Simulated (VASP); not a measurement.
# Yb (Im-3m) in VASP: further runs

Yb is run at these levels: PBE; tasks: single point, relaxation of cell and atoms.

Everything below comes from runs of VASP 6.6.1. Logs are shortened: lines on timing, memory, paths and dates and some standing lists are left out, and cuts for length are marked.

### Step 1. The cell of the first run

The structure is cubic, space group Im-3m (No. 229). The conventional cell has a = 3.294 Å, b = 3.294 Å, c = 3.294 Å, α = 90.00°, β = 90.00°, γ = 90.00°. Yb (site symmetry m-3m) has 14 Yb at 2.85 to 3.29 Å within 3.8 Å.

This isn't the form of Yb at room conditions, which is fcc.

### Step 2. Single point, PBE

Input file INCAR:

```
SYSTEM = Yb
ALGO = Normal
EDIFF = 1E-7
ENCUT = 520
GGA = PE
ISIF = 2
ISMEAR = -1
LASPH = .TRUE.
LCHARG = .FALSE.
LREAL = .FALSE.
LWAVE = .FALSE.
NBANDS = 18
NELM = 60
PREC = Accurate
SIGMA = 0.08
```

Input file KPOINTS:

```
k-points
0
G
  16 16 16
  0 0 0
```

Input file POSCAR:

```
Yb
1.0
   -1.6472212619      1.6472212619      1.6472212619
    1.6472212619     -1.6472212619      1.6472212619
    1.6472212619      1.6472212619     -1.6472212619
Yb
1
Direct
    0.0000000000      0.0000000000      0.0000000000
```

Potentials or basis: VASP PAW PBE potentials, release 64 (Yb).

Run with:

```bash
> cat potpaw_PBE.64/Yb/POTCAR > POTCAR
> mpirun -np 1 vasp_std > vasp.out
```

OUTCAR:

```text
SYSTEM = Yb
   EDIFF = 1E-7
   ENCUT = 520
   GGA = PE
   ISIF = 2
   ISMEAR = -1
   LASPH = .TRUE.
   LREAL = .FALSE.
   NELM = 60
   PREC = Accurate

 ion  position               nearest neighbor table
   1  0.000  0.000  0.000-

  LATTYP: Found a body centered cubic cell.
 ALAT       =     3.2944425238

  Lattice vectors:

 A1 = (  -1.6472212619,   1.6472212619,   1.6472212619)
 A2 = (   1.6472212619,  -1.6472212619,   1.6472212619)
 A3 = (   1.6472212619,   1.6472212619,  -1.6472212619)

Analysis of symmetry for initial positions (statically):
=====================================================================
 Subroutine PRICEL returns:
 Original cell was already a primitive cell.

 Routine SETGRP: Setting up the symmetry group for a
 body centered cubic supercell.

 Subroutine GETGRP returns: Found 48 space group operations
 (whereof 48 operations were pure point group operations)
 out of a pool of 48 trial point group operations.

The static configuration has the point symmetry O_h .

Analysis of symmetry for dynamics (positions and initial velocities):
=====================================================================
 Subroutine PRICEL returns:
 Original cell was already a primitive cell.

 Routine SETGRP: Setting up the symmetry group for a
 body centered cubic supercell.

 Subroutine GETGRP returns: Found 48 space group operations
 (whereof 48 operations were pure point group operations)
 out of a pool of 48 trial point group operations.

The dynamic configuration has the point symmetry O_h .

 Subroutine INISYM returns: Found 48 space group operations
 (whereof 48 operations are pure point group operations),
 and found     1 'primitive' translations

----------------------------------------------------------------------------------------

                                     Primitive cell

  volume of cell :      17.8779

  direct lattice vectors                    reciprocal lattice vectors
    -1.647221262  1.647221262  1.647221262     0.000000000  0.303541492  0.303541492
     1.647221262 -1.647221262  1.647221262     0.303541492  0.000000000  0.303541492
     1.647221262  1.647221262 -1.647221262     0.303541492  0.303541492  0.000000000

  length of vectors
     2.853070917  2.853070917  2.853070917     0.429272495  0.429272495  0.429272495

  position of ions in fractional coordinates (direct lattice)
     0.000000000  0.000000000  0.000000000

  ion indices of the primitive-cell ions
   primitive index   ion index
                 1           1

----------------------------------------------------------------------------------------

 KPOINTS: k-points

Automatic generation of k-mesh.
 Grid dimensions read from file:
 generate k-points for:   16   16   16

 Generating k-lattice:

  Cartesian coordinates                     Fractional coordinates (reciprocal lattice)
     0.000000000  0.018971343  0.018971343     0.062500000  0.000000000  0.000000000
     0.018971343  0.000000000  0.018971343     0.000000000  0.062500000  0.000000000
     0.018971343  0.018971343  0.000000000     0.000000000  0.000000000  0.062500000

  Length of vectors
     0.026829531  0.026829531  0.026829531

  Shift w.r.t. Gamma in fractional coordinates (k-lattice)
     0.000000000  0.000000000  0.000000000

 Subroutine IBZKPT returns following result:
 ===========================================

 Found    145 irreducible k-points:

 Following reciprocal coordinates:
            Coordinates               Weight
  0.000000  0.000000  0.000000      1.000000
  0.062500  0.000000  0.000000     12.000000
  0.125000  0.000000  0.000000     12.000000
  0.187500  0.000000  0.000000     12.000000
  0.250000  0.000000  0.000000     12.000000
  0.312500  0.000000  0.000000     12.000000
[... 16 lines left out ...]
  0.187500  0.187500  0.000000     24.000000
  0.250000  0.187500  0.000000     48.000000
 [... further k-points ...]
   k-points           NKPTS =    145   k-points in BZ     NKDIM =    145   number of bands    NBANDS=     18
   number of dos      NEDOS =    301   number of ions     NIONS =      1
   total plane-waves  NPLWV =  13824
   dimension x,y,z NGX =    24 NGY =   24 NGZ =   24
   dimension x,y,z NGXF=    48 NGYF=   48 NGZF=   48
   ions per type =               1
   NGX,Y,Z   is equivalent  to a cutoff of  13.98, 13.98, 13.98 a.u.
   NGXF,Y,Z  is equivalent  to a cutoff of  27.97, 27.97, 27.97 a.u.
 SYSTEM =  Yb
   PREC   = accura    normal or accurate (medium, high low for compatibility)
   ISTART =      0    job   : 0-new  1-cont  2-samecut
   ICHARG =      2    charge: 1-file 2-atom 10-const
   ISPIN  =      1    spin polarized calculation?
   LNONCOLLINEAR =      F non collinear calculations
   LSORBIT =      F    spin-orbit coupling
   LASPH  =      T    aspherical Exc in radial PAW
   ENCUT  =  520.0 eV  38.22 Ry    6.18 a.u.   5.30  5.30  5.30*2*pi/ulx,y,z
   NELM   =     60;   NELMIN=  2; NELMDL= -5     # of ELM steps
   EDIFF  = 0.1E-06   stopping-criterion for ELM
   LREAL  =      F    real-space projection
   EDIFFG = 0.1E-05   stopping-criterion for IOM
   NSW    =      0    number of steps for IOM
   IBRION =     -1    ionic relax: 0-MD 1-quasi-New 2-CG
   NFREE  =      0    steps in history (QN), initial steepest desc. (CG)
   ISIF   =      2    stress and relaxation
   ISYM   =      2    0-nonsym 1-usesym 2-fastsym
   POTIM  = 0.5000    time-step for ionic-motion
   TEBEG  =    0.0;   TEEND  =   0.0 temperature during run
   PSTRESS=    0.0 pullay stress
   NELECT =      24.0000    total number of electrons
   NUPDOWN=      -1.0000    fix difference up-down
   EMIN   =  10.00;   EMAX   =-10.00  energy-range for DOS
   EFERMI =   0.00;   METHOD = LEGACY
   ISMEAR =    -1;   SIGMA  =   0.08  broadening in eV -4-tet -1-fermi 0-gaus
   EFERMI_NEDOS =   21; number of points for ismear=-14 and -15
   IALGO  =     38    algorithm
   IMIX   =      4    mixing-type and parameters
     AMIX     =   0.40;   BMIX     =  1.00
     AMIX_MAG =   1.60;   BMIX_MAG =  1.00
  volume/ion in A,a.u.               =      17.88       120.65
  Fermi-wavevector in a.u.,A,eV,Ry     =   1.805954  3.412758 44.374983  3.261469
  Thomas-Fermi vector in A             =   2.865545
   LORBIT       =      0    0 simple, 1 ext, 2 COOP (PROOUT), +10 PAW based schemes
   GGA     = PE    functional components
[... 5 lines left out ...]
 non-spin polarized calculation
  energy-cutoff  :      520.00
  volume of cell :       17.88
 maximum number of plane-waves:       496
 NGX is ok and might be reduce to    24
   NGX = 11   NGY = 11   NGZ = 11

 number of electron      24.0000005 magnetization

 Free energy of the ion-electron system (eV)
  ---------------------------------------------------
  ext. energy  EPLUGINS =         0.00000000
  ---------------------------------------------------
  free energy    TOTEN  =        -2.17451599 eV

  energy without entropy =       -2.15223444  energy(sigma->0) =       -2.16337522

 E-fermi :   4.2792     XC(G=0): -13.1018

 val. band max:        4.2779060122   @ k =   0.3125   0.3125   0.0000
 cond. band min:       4.2873970756   @ k =  -0.3750   0.4375   0.2500
 fundamental gap:      0.0094910634
 Fermi energy:         4.2792142707

 k-point     1 :       0.0000    0.0000    0.0000
  band No.  band energies     occupation
      1     -47.3878      2.00000
      2     -18.3589      2.00000
      3     -18.3589      2.00000
      4     -18.3589      2.00000
      5      -1.7779      2.00000
      6       3.2452      2.00000
[... 10 lines left out ...]
     17      11.4232      0.00000
     18      19.4620      0.00000

 k-point     2 :       0.0625    0.0000    0.0000
  band No.  band energies     occupation
      1     -47.3752      2.00000
      2     -18.4806      2.00000
      3     -18.3911      2.00000
      4     -18.3609      2.00000
      5      -1.5502      2.00000
      6       3.2400      2.00000
[... 10 lines left out ...]
     17      11.4208      0.00000
     18      19.6904      0.00000

 k-point     3 :       0.1250    0.0000    0.0000
  band No.  band energies     occupation
      1     -47.3389      2.00000
      2     -18.8140      2.00000
      3     -18.4818      2.00000
      4     -18.3664      2.00000
      5      -0.9184      2.00000
      6       3.2277      2.00000
[... 10 lines left out ...]
     17      11.4357      0.00000
     18      20.2936      0.00000

 k-point     4 :       0.1875    0.0000    0.0000
  band No.  band energies     occupation
      1     -47.2843      2.00000
      2     -19.2823      2.00000
      3     -18.6146      2.00000
      4     -18.3748      2.00000
      5      -0.0350      2.00000
      6       3.2228      2.00000
[... 10 lines left out ...]
     17      11.5171      0.00000
     18      20.9676      0.00000

 k-point     5 :       0.2500    0.0000    0.0000
  band No.  band energies     occupation
      1     -47.2192      2.00000
      2     -19.7958      2.00000
      3     -18.7673      2.00000
      4     -18.3850      2.00000
      5       0.8331      2.00000
      6       3.2655      1.99999
[... 10 lines left out ...]
     17      11.7108      0.00000
     18      20.9217      0.00000

 k-point     6 :       0.3125    0.0000    0.0000
  band No.  band energies     occupation
      1     -47.1533      2.00000
      2     -20.2751      2.00000
      3     -18.9158      2.00000
      4     -18.3953      2.00000
      5       1.3519      2.00000
      6       3.2804      1.99999
[... 307 lines left out ...]
 k-point    21 :       0.3750    0.1250    0.0000
  band No.  band energies     occupation
      1     -47.0456      2.00000
      2     -20.8014      2.00000
      3     -19.2700      2.00000
      4     -18.5477      2.00000
      5       2.0032      2.00000
      6       3.2733      1.99999
[... 10 lines left out ...]
     17      16.9777      0.00000
     18      18.7233      0.00000

 k-point    22 :       0.4375    0.1250    0.0000
  band No.  band energies     occupation
      1     -47.0332      2.00000
      2     -20.8703      2.00000
      3     -19.3077      2.00000
      4     -18.5510      2.00000
      5       1.9737      2.00000
      6       3.2757      1.99999
[... 10 lines left out ...]
     17      17.8606      0.00000
     18      18.3957      0.00000

 k-point    23 :       0.1875    0.1875    0.0000
  band No.  band energies     occupation
      1     -47.1382      2.00000
      2     -20.2095      2.00000
      3     -19.0048      2.00000
      4     -18.5654      2.00000
      5       2.0821      2.00000
      6       3.1941      2.00000
[... 10 lines left out ...]
     17      13.6395      0.00000
     18      20.6150      0.00000

 k-point    24 :       0.2500    0.1875    0.0000
  band No.  band energies     occupation
      1     -47.0860      2.00000
      2     -20.4570      2.00000
      3     -19.2264      2.00000
      4     -18.6030      2.00000
      5       2.4826      2.00000
      6       3.2285      2.00000
[... 10 lines left out ...]
     17      15.2949      0.00000
     18      19.9714      0.00000

 [... further k-points ...]

------------------------ aborting loop because EDIFF is reached ----------------------------------------

  FORCE on cell =-STRESS in cart. coord.  units (eV):
  Direction    XX          YY          ZZ          XY          YZ          ZX
  --------------------------------------------------------------------------------------
  -------------------------------------------------------------------------------------
  Total        5.1802164      5.1802164      5.1802164      0.0000000      0.0000000      0.0000000
  in kB      464.2401246    464.2401246    464.2401246      0.0000000      0.0000000      0.0000000
  external PRESSURE =     464.2401246 kB  Pullay stress =       0.0000000 kB

 VOLUME and BASIS-vectors are now :
 -----------------------------------------------------------------------------
  energy-cutoff  :      520.00
  volume of cell :       17.88
      direct lattice vectors                 reciprocal lattice vectors
    -1.647221262  1.647221262  1.647221262     0.000000000  0.303541492  0.303541492
     1.647221262 -1.647221262  1.647221262     0.303541492  0.000000000  0.303541492
     1.647221262  1.647221262 -1.647221262     0.303541492  0.303541492  0.000000000

 POSITION                                       TOTAL-FORCE (eV/Angst)
 -----------------------------------------------------------------------------------
      0.00000      0.00000      0.00000         0.000000     -0.000000      0.000000
 -----------------------------------------------------------------------------------
    total drift:                                0.000000      0.000000      0.000000

  FREE ENERGIE OF THE ION-ELECTRON SYSTEM (eV)
  ---------------------------------------------------
  free  energy   TOTEN  =        -2.1745159884 eV

  energy  without entropy=       -2.1522344422  energy(sigma->0) =       -2.16337522
```

It took 1.7 min on 1 thread of Intel Xeon 8259CL, shared host; peak memory 0.19 GiB.

Results:

- Free energy: -2.1745 eV
- Pressure: 46.4 GPa
- Band gap on the k mesh: zero (bands 12 and 13 overlap by 1.82 eV)

Caveat: the cell stands under pressure; spin-orbit coupling is left out, which moves the levels of the heavy elements. Spin polarisation is off, so any magnetic state and its effect on volume and gap are missing.

[end of part 1 of 3]
